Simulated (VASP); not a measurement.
## SnS2: single point with PBE

SnS2:

```xyz
3
Lattice="3.6236 0.0000 0.0000 -1.8118 3.1381 0.0000 0.0000 0.0000 5.4175" Properties=species:S:1:pos:R:3 pbc="T T T"
Sn    0.0000    0.0000    0.0000
S     0.0000    2.0921    1.4736
S     1.8118    1.0460    3.9440
```

```yaml
Program: VASP 6.6.1
Task: single point
Functional: PBE
Potentials_or_basis: VASP PAW PBE potentials, release 64 (Sn_d, S)
Cutoff: 500 eV
k_mesh: 8 × 8 × 4
Occupations: gaussian, width 0.05 eV
Spin: no spin polarisation
Dipole_correction: no
Further_INCAR_settings: ALGO = Normal; EDIFF = 1e-06; NBANDS = 20
```

```yaml
Pressure: 6.8 GPa
Largest_force: 0.009 eV/Å
Band_gap_on_the_k_mesh: 1.04 eV (least direct gap 1.55 eV)
```

Forces on the atoms (eV/Å):
```
Sn   0.000  0.000  0.000
S    0.000  0.000 -0.009
S    0.000  0.000  0.009
```

Stress tensor (GPa, compression positive):
```
6.76 0.00 0.00
0.00 6.76 0.00
0.00 0.00 6.95
```

Levels at points of the mesh, in eV from the valence-band top:
```tsv
k point	band 10	band 11	band 12	band 13	band 14	band 15	band 16	band 17
(0.00, 0.00, 0.00)	-1.09	-1.00	-1.00	0.00	1.55	3.17	5.14	5.14
(0.50, 0.00, 0.00)	-3.69	-3.21	-1.99	-0.60	1.59	4.02	5.09	5.31
(0.00, 0.00, 0.50)	-1.32	-1.32	-0.63	-0.63	3.09	3.33	4.57	4.57
(0.50, 0.00, 0.50)	-2.79	-2.07	-1.44	-1.35	1.29	4.19	5.01	6.19
```

It took 21 s on 1 thread of AMD EPYC 9R45 96-Core Processor (Zen 5) (shared host), peak memory 0.16 GiB.

Caveat: the cell stands under pressure; spin-orbit coupling is left out, which moves the levels of the heavy elements. A k mesh can miss the band edges.
